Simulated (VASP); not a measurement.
Si8O17 (a cell with a defect), 25 atoms in the cell. The cell holds a defect, 25 atoms: a = 8.726 Å, b = 8.726 Å, c = 7.186 Å, α = 65.69°, β = 65.69°, γ = 48.63°. 

| Item | Value |
| --- | --- |
| Program | VASP 6.6.1 |
| Task | single point |
| Functional | PBE |
| Potentials or basis | VASP PAW PBE potentials, release 64 (Si, O) |
| Cutoff | 520 eV |
| k mesh | 1 × 1 × 1 |
| Occupations | fermi-dirac, width 0.01 eV |
| Spin | no spin polarisation |
| Dipole correction | no |
| Charge | -2 |
| Further INCAR settings | ALGO = Normal; EDIFF = 1e-06; NBANDS = 85; NELECT = 136.0 |

Potentials or basis: VASP PAW PBE potentials, release 64 (Si, O).

Command:

```sh
$ cat potpaw_PBE.64/Si/POTCAR potpaw_PBE.64/O/POTCAR > POTCAR
$ mpirun -np 1 vasp_gam > vasp.out
```

Hardware: 1 thread of Intel Xeon 8259CL, with other jobs on the host.

Q: Estimate the wall time of this run.

A: It took 2.1 min on 1 thread of Intel Xeon 8259CL (shared host), peak memory 0.51 GiB. Counts: scf iterations 16, k points 1.
